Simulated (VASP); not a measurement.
Write the native input for VASP 6.6.1 that does the following.

| Item | Value |
| --- | --- |
| Task | relaxation of cell and atoms |
| Functional | PBEsol |
| Potentials or basis | VASP PAW PBE potentials, release 64 (Lu) |
| Cutoff | 600 eV |
| k mesh | 11 × 11 × 6 |
| Occupations | fermi-dirac, width 0.05 eV |
| Spin | no spin polarisation |
| Dipole correction | no |
| Further INCAR settings | ALGO = Normal; EDIFF = 1e-07; IBRION = 2; EDIFFG = -0.005; NSW = 100; ISIF = 3 |

The structure of Lu lies in POSCAR:

```
Lu
1.0
    3.5491987075      0.0000000000      0.0000000000
   -1.7745993538      3.0736962438      0.0000000000
    0.0000000000      0.0000000000      5.6239465347
Lu
2
Direct
    0.3333333333      0.6666666667      0.2500000000
    0.6666666667      0.3333333333      0.7500000000
```

One way to write it, as run:

INCAR

```
SYSTEM = Lu
ALGO = Normal
EDIFF = 1E-7
EDIFFG = -0.005
ENCUT = 600
GGA = PS
IBRION = 2
ISIF = 3
ISMEAR = -1
LASPH = .True.
LCHARG = .False.
LREAL = .False.
LWAVE = .False.
NELM = 100
NSW = 100
PREC = Accurate
SIGMA = 0.05
```

KPOINTS

```
k-points
0
Gamma
  11 11 6
  0 0 0
```

Potentials or basis: VASP PAW PBE potentials, release 64 (Lu).

Run with:

```sh
$ cat potpaw_PBE.64/Lu/POTCAR > POTCAR
$ mpirun -np 1 vasp_std > vasp.out
```

Results of the run:

| Quantity | Value |
| --- | --- |
| Relaxed volume | 27.57 Å³/atom |
| Relaxed cell | a = 3.447 Å, b = 3.447 Å, c = 5.360 Å, α = 90.00°, β = 90.00°, γ = 120.00° |
| Space group after relaxing (to 0.1 Å) | P6_3/mmc (No. 194) |
| Energy gained by relaxing | 47.5 meV/atom |
| Ionic steps | 13 |
| Pressure after relaxing | 0.0 GPa |
| Band gap on the k mesh | zero (bands 25 and 26 overlap by 1.92 eV) |

Caveat: the PAW data sets were made with another functional, which shifts forces and pressure a little; spin-orbit coupling is left out, which moves the levels of the heavy elements.

Run time: 23 min on 1 thread of Intel Xeon 8259CL, with other jobs on the host, peak memory 0.29 GiB.
